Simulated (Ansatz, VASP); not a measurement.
Two plane-wave programs on Pt

```xyz
1
Lattice="2.7439 0.0000 0.0000 -0.9146 2.5870 0.0000 -0.9146 -1.2935 2.2404" Properties=species:S:1:pos:R:3 pbc="T T T"
Pt    0.0000    0.0000    0.0000
```

Alike in both runs: task relaxation of cell and atoms; functional BLYP; dispersion D3(BJ); k mesh 13 × 13 × 13; occupations fermi-dirac, width 0.05 eV; no spin polarisation.

```csv
,VASP,Ansatz
version,VASP 6.6.1,Ansatz 0.2.0
potentials or method,"VASP PAW PBE potentials, release 64 (Pt), cutoff 600 eV","plane waves, PAW"
valence electrons in the cell,10,18
```

|  | VASP | Ansatz | Ansatz less VASP |
| --- | --- | --- | --- |
| relaxed volume (Å³/atom) | 15.65 | 15.55 | -0.096 |
| relaxed cell length with the largest relative difference (Å) | 2.729 | 2.724 | -0.0056 |

VASP's potentials were made for PBE, not for BLYP. VASP's potentials hold 10 valence electrons a cell and Ansatz's 18, so a difference there can come from the potentials and not from the codes. Ansatz's warnings: stress scf threshold loose.

Neither program's run includes spin-orbit coupling.
